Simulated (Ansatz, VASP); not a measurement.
**LiF in VASP and in Ansatz**

POSCAR

```
LiF
1.0
    0.0000000000      2.0442100000      2.0140000000
    2.0140000000      0.0000000000      2.0140000000
    2.0140000000      2.0442100000      0.0000000000
Li F
1 1
Direct
    0.0000000000      0.0000000000      0.0000000000
    0.5000000000      0.5000000000      0.5000000000
```

Contents of INCAR.step1:

```
PREC = Accurate
ENCUT = 520
ISMEAR = 0
SIGMA = 0.05
LREAL = False
LASPH = True
NELM = 80
NBANDS = 12
GGA = PE
ALGO = Normal
EDIFF = 1E-4
LWAVE = True
LCHARG = False
```

File INCAR.step2:

```
PREC = Accurate
ENCUT = 520
EDIFF = 1E-7
ISMEAR = 0
SIGMA = 0.05
LREAL = False
LASPH = True
NELM = 80
ALGO = Normal
ISIF = 2
LWAVE = False
LCHARG = True
METAGGA = R2SCAN
LMIXTAU = True
LELF = True
LVHAR = True
NBANDS = 12
ISTART = 1
```

Contents of KPOINTS:

```
regular mesh
0
Gamma
  10 10 10
```

Input for Ansatz:

```yaml
crystal:
  lattice:
    - [0.0, 2.04421, 2.014]
    - [2.014, 0.0, 2.014]
    - [2.014, 2.04421, 0.0]
  atoms:
    - { symbol: Li, position: [0.0, 0.0, 0.0] }
    - { symbol: F, position: [0.5, 0.5, 0.5] }
basis:
  ecutwfc: 500
kpoints:
  mp_grid: { grid: [10, 10, 10] }
hamiltonian:
  xc: r2scan
scf:
  occupations: { method: gaussian, width: 0.05 }
output:
  forces: true
  stress: true
  eigenvalues: true
  write_density: true
  write_potential: true
  elf: true
  volumetric_format: npy
```

Change from the starting cell: strain +0.0150 x Voigt [0, 1, 0, 0, 0, 0], atoms carried along.

Alike in both runs: task single point; functional r2SCAN; k mesh 10 × 10 × 10; occupations gaussian, width 0.05 eV; no spin polarisation.

|  | VASP | Ansatz |
| --- | --- | --- |
| version | VASP 6.6.1 | Ansatz 0.2.0 |
| potentials or method | VASP PAW PBE potentials, release 64 (Li_sv, F), cutoff 520 eV | scalar-relativistic, plane waves, PAW |
| valence electrons in the cell | 10 | 10 |

```tsv
	VASP	Ansatz	Ansatz less VASP
gap on the k mesh at the Fermi level (eV)	10.10	9.90	-0.196
least direct gap on the mesh (eV)	10.10	9.90	-0.196
```

VASP's potentials were made for PBE, not for r2SCAN.

Noted on VASP's run: the cutoff is short for stress, so the pressure is rough.
